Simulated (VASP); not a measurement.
# Be (P6_3/mmc) in VASP: notebook

Aim: see how the results for Be move with the level of theory and the settings. Levels: HSE06, PBE0. Tasks: single point.

All numbers are computed with VASP 6.6.1; they aren't measurements. Logs are shortened: lines on timing, memory, paths and dates and some standing lists are left out, and cuts for length are marked.

## Step 1: The cell of the first run

Symmetry: P6_3/mmc, No. 194, hexagonal system. Conventional cell: a = 2.285 Å, b = 2.285 Å, c = 3.584 Å, α = 90.00°, β = 90.00°, γ = 120.00°. Within 2.9 Å of Be (site symmetry -6m2) lie 12 Be at 2.23 to 2.29 Å.

## Step 2: Single point, HSE06

File POSCAR:

```
Be
1.0
    2.2853000000      0.0000000000      0.0000000000
   -1.1426500000      1.9791278553      0.0000000000
    0.0000000000      0.0000000000      3.5842000000
Be
2
Direct
    0.6666666667      0.3333333333      0.7500000000
    0.3333333333      0.6666666667      0.2500000000
```

File INCAR.step1:

```
PREC = Accurate
ENCUT = 520
EDIFF = 1E-5
ISMEAR = -1
SIGMA = 0.05
LREAL = F
LASPH = T
NELM = 100
ALGO = Normal
ISIF = 2
LWAVE = T
NBANDS = 9
GGA = PE
```

File INCAR.step2:

```
PREC = Accurate
ENCUT = 520
EDIFF = 1E-6
ISMEAR = -1
SIGMA = 0.05
LREAL = F
LASPH = T
NELM = 100
ALGO = Normal
ISIF = 2
LWAVE = F
LCHARG = T
GGA = PE
LHFCALC = T
HFSCREEN = 0.2079
PRECFOCK = Normal
LELF = T
LVHAR = T
NBANDS = 9
ISTART = 1
```

File KPOINTS:

```
regular mesh
0
Gamma
  8 8 4
```

Potentials or basis: VASP PAW PBE potentials, release 64 (Be).

Started as:

```console
> cat potpaw_PBE.64/Be/POTCAR > POTCAR
> cp INCAR.step1 INCAR
> mpirun -np 1 vasp_std > vasp.out
> cp INCAR.step2 INCAR
> mpirun -np 1 vasp_std > vasp.out
```

OUTCAR:

```text
PREC = Accurate
   ENCUT = 520
   EDIFF = 1E-6
   ISMEAR = -1
   LREAL = F
   LASPH = T
   NELM = 100
   ISIF = 2
   GGA = PE
   LHFCALC = T
   HFSCREEN = 0.2079
   PRECFOCK = Normal
   ISTART = 1

 ion  position               nearest neighbor table
   1  0.667  0.333  0.750-   2 2.23   2 2.23   2 2.23   2 2.23   2 2.23   2 2.23
   2  0.333  0.667  0.250-   1 2.23   1 2.23   1 2.23   1 2.23   1 2.23   1 2.23

  LATTYP: Found a hexagonal cell.
 ALAT       =     2.2853000000
 C/A-ratio  =     1.5683717674

  Lattice vectors:

 A1 = (   2.2853000000,   0.0000000000,   0.0000000000)
 A2 = (  -1.1426500000,   1.9791278553,   0.0000000000)
 A3 = (   0.0000000000,   0.0000000000,   3.5842000000)

Analysis of symmetry for initial positions (statically):
=====================================================================
 Subroutine PRICEL returns:
 Original cell was already a primitive cell.

 Routine SETGRP: Setting up the symmetry group for a
 hexagonal supercell.

 Subroutine GETGRP returns: Found 24 space group operations
 (whereof 12 operations were pure point group operations)
 out of a pool of 24 trial point group operations.

The static configuration has the point symmetry D_3d.
 The point group associated with its full space group is D_6h.

Analysis of symmetry for dynamics (positions and initial velocities):
=====================================================================
 Subroutine PRICEL returns:
 Original cell was already a primitive cell.

 Routine SETGRP: Setting up the symmetry group for a
 hexagonal supercell.

 Subroutine GETGRP returns: Found 24 space group operations
 (whereof 12 operations were pure point group operations)
 out of a pool of 24 trial point group operations.

The dynamic configuration has the point symmetry D_3d.
 The point group associated with its full space group is D_6h.

 Subroutine INISYM returns: Found 24 space group operations
 (whereof 12 operations are pure point group operations),
 and found     1 'primitive' translations

----------------------------------------------------------------------------------------

                                     Primitive cell

  volume of cell :      16.2110

  direct lattice vectors                    reciprocal lattice vectors
     2.285300000  0.000000000  0.000000000     0.437579311  0.252636533  0.000000000
    -1.142650000  1.979127855  0.000000000     0.000000000  0.505273066  0.000000000
     0.000000000  0.000000000  3.584200000     0.000000000  0.000000000  0.279002288

  length of vectors
     2.285300000  2.285300000  3.584200000     0.505273066  0.505273066  0.279002288

  position of ions in fractional coordinates (direct lattice)
     0.666666667  0.333333333  0.750000000
     0.333333333  0.666666667  0.250000000

  ion indices of the primitive-cell ions
   primitive index   ion index
                 1           1
                 2           2

----------------------------------------------------------------------------------------

 KPOINTS: regular mesh

Automatic generation of k-mesh.
 Grid dimensions read from file:
 generate k-points for:    8    8    4

 Generating k-lattice:

  Cartesian coordinates                     Fractional coordinates (reciprocal lattice)
     0.054697414  0.031579567  0.000000000     0.125000000  0.000000000  0.000000000
     0.000000000  0.063159133  0.000000000     0.000000000  0.125000000  0.000000000
     0.000000000  0.000000000  0.069750572     0.000000000  0.000000000  0.250000000

  Length of vectors
     0.063159133  0.063159133  0.069750572

  Shift w.r.t. Gamma in fractional coordinates (k-lattice)
     0.000000000  0.000000000  0.000000000

 Subroutine IBZKPT returns following result:
 ===========================================

 Found     30 irreducible k-points:

 Following reciprocal coordinates:
            Coordinates               Weight
  0.000000  0.000000  0.000000      1.000000
  0.125000 -0.000000  0.000000      6.000000
  0.250000 -0.000000  0.000000      6.000000
  0.375000  0.000000  0.000000      6.000000
  0.500000 -0.000000  0.000000      3.000000
  0.125000  0.125000  0.000000      6.000000
[... 16 lines left out ...]
  0.250000 -0.000000  0.500000      6.000000
  0.375000  0.000000  0.500000      6.000000
 [... further k-points ...]
   k-points           NKPTS =     30   k-points in BZ     NKDIM =    256   number of bands    NBANDS=      9
   number of dos      NEDOS =    301   number of ions     NIONS =      2
   total plane-waves  NPLWV =   9072
   dimension x,y,z NGX =    18 NGY =   18 NGZ =   28
   dimension x,y,z NGXF=    36 NGYF=   36 NGZF=   56
   ions per type =               2
   NGX,Y,Z   is equivalent  to a cutoff of  13.09, 13.09, 12.99 a.u.
   NGXF,Y,Z  is equivalent  to a cutoff of  26.19, 26.19, 25.97 a.u.
 SYSTEM =  unknown system
   PREC   = accura    normal or accurate (medium, high low for compatibility)
   ISTART =      1    job   : 0-new  1-cont  2-samecut
   ICHARG =      0    charge: 1-file 2-atom 10-const
   ISPIN  =      1    spin polarized calculation?
   LNONCOLLINEAR =      F non collinear calculations
   LSORBIT =      F    spin-orbit coupling
   LASPH  =      T    aspherical Exc in radial PAW
   ENCUT  =  520.0 eV  38.22 Ry    6.18 a.u.   4.25  4.25  6.66*2*pi/ulx,y,z
   NELM   =    100;   NELMIN=  2; NELMDL=  0     # of ELM steps
   EDIFF  = 0.1E-05   stopping-criterion for ELM
   LREAL  =      F    real-space projection
   EDIFFG = 0.1E-04   stopping-criterion for IOM
   NSW    =      0    number of steps for IOM
   IBRION =     -1    ionic relax: 0-MD 1-quasi-New 2-CG
   NFREE  =      0    steps in history (QN), initial steepest desc. (CG)
   ISIF   =      2    stress and relaxation
   ISYM   =      3    0-nonsym 1-usesym 2-fastsym
   POTIM  = 0.5000    time-step for ionic-motion
   TEBEG  =    0.0;   TEEND  =   0.0 temperature during run
   PSTRESS=    0.0 pullay stress
   NELECT =       4.0000    total number of electrons
   NUPDOWN=      -1.0000    fix difference up-down
   EMIN   =  10.00;   EMAX   =-10.00  energy-range for DOS
   EFERMI =   0.00;   METHOD = LEGACY
   ISMEAR =    -1;   SIGMA  =   0.05  broadening in eV -4-tet -1-fermi 0-gaus
   EFERMI_NEDOS =   21; number of points for ismear=-14 and -15
   IALGO  =     38    algorithm
   IMIX   =      1    mixing-type and parameters
     AMIX     =   0.40;   BMIX     =  1.00
     AMIX_MAG =   1.60;   BMIX_MAG =  1.00
  volume/ion in A,a.u.               =       8.11        54.70
  Fermi-wavevector in a.u.,A,eV,Ry     =   1.026814  1.940397 14.345258  1.054347
  Thomas-Fermi vector in A             =   2.160726
   LORBIT       =      0    0 simple, 1 ext, 2 COOP (PROOUT), +10 PAW based schemes
   GGA     = PE    functional components
   LHFCALC =     T    Hartree Fock is set to
   PRECFOCK=normal    Normal, Fast or Accurate (Low or Medium for compatibility)
   ENCUT4O =  -1.0   cutoff for four orbital integrals eV
   NKREDX  =     1    reduce k-point grid by
   NKREDY  =     1    reduce k-point grid by
   NKREDZ  =     1    reduce k-point grid by
   AEXX    =    0.2500 exact exchange contribution
   HFSCREEN=    0.2079 screening length (either q_TF or 0.3 A-1)
   HFSCREENC=   0.2079 screening length for correlation (either q_TF or 0.3 A-1)
   ENCUTFOCK=  -1.0 apply spherical cutoff to Coloumb kernel
   IVDW    =     0    specifies the selected vdW correction
   LEPSILON=     F    determine dielectric tensor
   LRPA    =     F    only Hartree local field effects (RPA)
 non-spin polarized calculation
  energy-cutoff  :      520.00
  volume of cell :       16.21
 maximum number of plane-waves:       448
 NGX is ok and might be reduce to    18
  NGX = 14; NGY = 14; NGZ = 20

 number of electron       4.0000000 magnetization

 Free energy of the ion-electron system (eV)
  ---------------------------------------------------
  ext. energy  EPLUGINS =         0.00000000
  ---------------------------------------------------
  free energy    TOTEN  =        -7.55853470 eV

  energy without entropy =       -7.55339023  energy(sigma->0) =       -7.55596246

 E-fermi :   7.6663     XC(G=0):  -8.6562

 val. band max:        6.4187191279   @ k =   0.2500   0.1250   0.0000
 cond. band min:       7.6947068802   @ k =   0.3750   0.0000   0.0000
 fundamental gap:      1.2759877523
 Fermi energy:         7.6662509763

 k-point     1 :       0.0000    0.0000    0.0000
  band No.  band energies     occupation
      1      -6.0398      2.00000
      2       1.8129      2.00000
      3       8.2138      0.00004
      4      23.7445      0.00000
      5      23.7445      0.00000
      6      26.6190      0.00000
      7      26.6190      0.00000
      8      28.8970      0.00000
      9      34.6835      0.00000

 k-point     2 :       0.1250   -0.0000    0.0000
  band No.  band energies     occupation
      1      -5.5366      2.00000
      2       2.4721      2.00000
      3       8.3473      0.00000
      4      20.5421      0.00000
      5      21.7226      0.00000
      6      26.5327      0.00000
      7      27.2714      0.00000
      8      27.8549      0.00000
      9      30.5630      0.00000

 k-point     3 :       0.2500   -0.0000    0.0000
  band No.  band energies     occupation
      1      -4.0212      2.00000
      2       4.4551      2.00000
      3       8.4027      0.00000
      4      15.5313      0.00000
      5      19.2194      0.00000
      6      23.6513      0.00000
      7      24.2407      0.00000
      8      26.3883      0.00000
      9      27.4095      0.00000

 k-point     4 :       0.3750    0.0000    0.0000
  band No.  band energies     occupation
      1      -1.5040      2.00000
      2       6.3326      2.00000
      3       7.6947      0.72288
      4      13.5485      0.00000
      5      17.5845      0.00000
      6      17.9593      0.00000
      7      19.9325      0.00000
      8      25.2495      0.00000
      9      27.1905      0.00000
[... 205 lines left out ...]
 k-point    22 :       0.1250   -0.0000    0.5000
  band No.  band energies     occupation
      1      -3.0772      2.00000
      2      -3.0772      2.00000
      3      18.4894      0.00000
      4      18.4894      0.00000
      5      23.1180      0.00000
      6      23.1180      0.00000
      7      24.0089      0.00000
      8      24.0089      0.00000
      9      30.8793      0.00000

 k-point    23 :       0.2500   -0.0000    0.5000
  band No.  band energies     occupation
      1      -1.5484      2.00000
      2      -1.5484      2.00000
      3      16.2583      0.00000
      4      16.2583      0.00000
      5      20.8395      0.00000
      6      20.8395      0.00000
      7      21.7888      0.00000
      8      21.7888      0.00000
      9      29.6006      0.00000

 k-point    24 :       0.3750    0.0000    0.5000
  band No.  band energies     occupation
      1       0.8477      2.00000
      2       0.8477      2.00000
      3      11.3921      0.00000
      4      11.3921      0.00000
      5      20.2444      0.00000
      6      20.2444      0.00000
      7      22.0764      0.00000
      8      22.0764      0.00000
      9      28.4003      0.00000

 [... further k-points ...]
[... 5 lines left out ...]
  --------------------------------------------------------------------------------------
  -------------------------------------------------------------------------------------
  Total       -0.4813038     -0.4813038     -0.0633094      0.0000000      0.0000000      0.0000000
  in kB      -47.5686253    -47.5686253     -6.2570515      0.0000000      0.0000000      0.0000000
  external PRESSURE =     -33.7981007 kB  Pullay stress =       0.0000000 kB

 VOLUME and BASIS-vectors are now :
 -----------------------------------------------------------------------------
  energy-cutoff  :      520.00
  volume of cell :       16.21
      direct lattice vectors                 reciprocal lattice vectors
     2.285300000  0.000000000  0.000000000     0.437579311  0.252636533  0.000000000
    -1.142650000  1.979127855  0.000000000     0.000000000  0.505273066  0.000000000
     0.000000000  0.000000000  3.584200000     0.000000000  0.000000000  0.279002288

 POSITION                                       TOTAL-FORCE (eV/Angst)
 -----------------------------------------------------------------------------------
      1.14265      0.65971      2.68815        -0.000000      0.000000      0.000000
     -0.00000      1.31942      0.89605         0.000000     -0.000000     -0.000000
 -----------------------------------------------------------------------------------
    total drift:                                0.000000     -0.000000      0.000000

  FREE ENERGIE OF THE ION-ELECTRON SYSTEM (eV)
  ---------------------------------------------------
  free  energy   TOTEN  =        -7.5585346963 eV

  energy  without entropy=       -7.5533902289  energy(sigma->0) =       -7.55596246
```

It took 6.4 min on 1 thread of Intel Xeon 8259CL, shared host; peak memory 0.23 GiB.

Results:

- Free energy: -7.5585 eV
- Pressure: -3.4 GPa
- Band gap on the k mesh: zero (bands 2 and 3 overlap by 0.02 eV)

Stress tensor (GPa, compression positive):
```
-4.76  0.00  0.00
 0.00 -4.76  0.00
 0.00  0.00 -0.63
```

Caveat: the k points lie up to 0.44 Å⁻¹ apart; the PAW data sets were made with another functional, which shifts forces and pressure a little.

## Step 3: Single point, PBE0

POSCAR is that of step 2.

File INCAR.step1:

```
  PREC = Accurate
  ENCUT = 520
  EDIFF = 1E-5
  ISMEAR = -1
  SIGMA = 0.05
  LREAL = F
  LASPH = T
  NELM = 60
  ALGO = Normal
  ISIF = 2
  LWAVE = T
  LCHARG = F
  GGA = PE
  NBANDS = 9
```

File INCAR.step2:

```
  PREC = Accurate
  ENCUT = 520
  EDIFF = 1E-6
  ISMEAR = -1
  SIGMA = 0.05
  LREAL = F
  LASPH = T
  NELM = 60
  ALGO = Normal
  ISIF = 2
  LWAVE = F
  LCHARG = F
  GGA = PE
  LHFCALC = T
  AEXX = 0.25
  PRECFOCK = Normal
  ISTART = 1
  NBANDS = 9
```

KPOINTS is that of step 2.

Potentials or basis: VASP PAW PBE potentials, release 64 (Be).

Started as:

```console
> cat potpaw_PBE.64/Be/POTCAR > POTCAR
> cp INCAR.step1 INCAR
> mpirun -np 1 vasp_std > vasp.out
> cp INCAR.step2 INCAR
> mpirun -np 1 vasp_std > vasp.out
```

Wall time 8.2 min (1 thread of Intel Xeon 8259CL, shared host); peak memory 0.13 GiB.

It converged, with:

```yaml
Free_energy: -7.7197 eV
Pressure: -3.5 GPa
Band_gap_on_the_k_mesh: zero (bands 2 and 3 overlap by 0.69 eV)
```

Stress tensor (GPa, compression positive):
```
-6.41  0.00  0.00
 0.00 -6.41  0.00
 0.00  0.00  2.29
```

Levels at points of the mesh, in eV from the Fermi level:
| k point | band 1 | band 2 | band 3 | band 4 | band 5 |
| --- | --- | --- | --- | --- | --- |
| (0.00, 0.00, 0.00) | -14.16 | -6.30 | 0.91 | 16.48 | 16.48 |
| (0.50, 0.00, 0.00) | -6.89 | -4.93 | 3.58 | 6.50 | 6.98 |
| (0.00, 0.00, 0.50) | -11.72 | -11.72 | 11.15 | 11.15 | 18.17 |
| (0.50, 0.00, 0.50) | -5.36 | -5.36 | 1.27 | 1.27 | 12.44 |

Caveat: the k points lie up to 0.44 Å⁻¹ apart, too coarse for converged energies and pressures of a metal; the PAW data sets were made with another functional, which shifts forces and pressure a little.
